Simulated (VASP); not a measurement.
Wanted: the native input for a VASP 6.6.1 run.

```yaml
Task: single point
Functional: r2SCAN
Potentials_or_basis: VASP PAW PBE potentials, release 64 (Si)
Cutoff: 520 eV
k_mesh: 9 × 9 × 9
Occupations: fermi-dirac, width 0.05 eV
Spin: no spin polarisation
Dipole_correction: no
Further_INCAR_settings: ALGO = Normal; EDIFF = 1e-06; NBANDS = 11
```

Si:

```xyz
2
Lattice="0.0000 2.6481 2.6481 2.6481 0.0000 2.6481 2.6481 2.6481 0.0000" Properties=species:S:1:pos:R:3 pbc="T T T"
Si    2.6481    2.6481    2.6481
Si    3.9721    3.9721    3.9721
```

This cell differs from its parent crystal: volume scaled by 0.92.

The input as run:

POSCAR

```
Si
1.0
    0.0000000000      2.6480945747      2.6480945747
    2.6480945747      0.0000000000      2.6480945747
    2.6480945747      2.6480945747      0.0000000000
Si
2
Direct
    0.5000000000      0.5000000000      0.5000000000
    0.7500000000      0.7500000000      0.7500000000
```

INCAR.step1

```
SYSTEM = Si
ALGO = Normal
EDIFF = 1E-4
ENCUT = 520
GGA = PE
ISMEAR = -1
LASPH = .TRUE.
LCHARG = .FALSE.
LREAL = .FALSE.
LWAVE = .TRUE.
NBANDS = 11
NELM = 80
PREC = Accurate
SIGMA = 0.05
```

INCAR.step2

```
SYSTEM = Si
ALGO = Normal
EDIFF = 1E-6
ENCUT = 520
ISIF = 2
ISMEAR = -1
ISTART = 1
LASPH = .TRUE.
LCHARG = .TRUE.
LELF = .TRUE.
LMIXTAU = .TRUE.
LREAL = .FALSE.
LVHAR = .TRUE.
LWAVE = .FALSE.
METAGGA = R2SCAN
NBANDS = 11
NELM = 80
PREC = Accurate
SIGMA = 0.05
```

KPOINTS

```
k-points
0
G
  9 9 9
  0 0 0
```

Potentials or basis: VASP PAW PBE potentials, release 64 (Si).

The run is started by

```console
$ cat potpaw_PBE.64/Si/POTCAR > POTCAR
$ cp INCAR.step1 INCAR
$ mpirun -np 1 vasp_std > vasp.out
$ cp INCAR.step2 INCAR
$ mpirun -np 1 vasp_std > vasp.out
```

Results of the run:

```yaml
Pressure: 9.3 GPa
Band_gap_on_the_k_mesh: 0.64 eV, indirect (least direct gap 2.79 eV)
```

Caveat: the PAW data sets were made with another functional, which shifts forces and pressure a little.

Wall time 2.4 min on 1 thread of AMD EPYC 7R13, on a shared host, peak memory 0.12 GiB.
